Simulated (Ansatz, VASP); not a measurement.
## In3As in VASP and in Ansatz

```
In As
1.0
     4.50244    0.00000    0.00000
     0.00000    4.50244    0.00000
     0.00000    0.00000    4.50244
In As
3 1
Direct
  0.00000 0.50000 0.50000
  0.50000 0.00000 0.50000
  0.50000 0.50000 0.00000
  0.00000 0.95877 0.95877
```

Change from the starting cell: all As atoms moved +0.263 Å, as atom 4 towards its neighbour atom 1 (In) at 3.184 Å.

Alike in both runs: task single point; functional PBEsol; dispersion D3(BJ); k mesh 10 × 10 × 10; occupations gaussian, width 0.15 eV; no spin polarisation.

|  | VASP | Ansatz |
| --- | --- | --- |
| version | VASP 6.6.1 | Ansatz 0.2.0 |
| potentials or method | VASP PAW PBE potentials, release 64 (In_d, As), cutoff 520 eV | scalar-relativistic, plane waves, PAW |
| valence electrons in the cell | 44 | 54 |

```csv
,VASP,Ansatz,Ansatz less VASP
gap on the k mesh at the Fermi level (eV),none,none,-
pressure (GPa),0.5,0.4,-0.03
rms of the force components (eV/Å),0.129,0.127,-0.0018
```

VASP's potentials were made for PBE, not for PBEsol. Atom by atom the forces differ by 0.003 eV/Å (rms over components). A gap of «none» marks a metal or a gap that the smearing closes. VASP's potentials hold 44 valence electrons a cell and Ansatz's 54, so a difference there can come from the potentials and not from the codes.
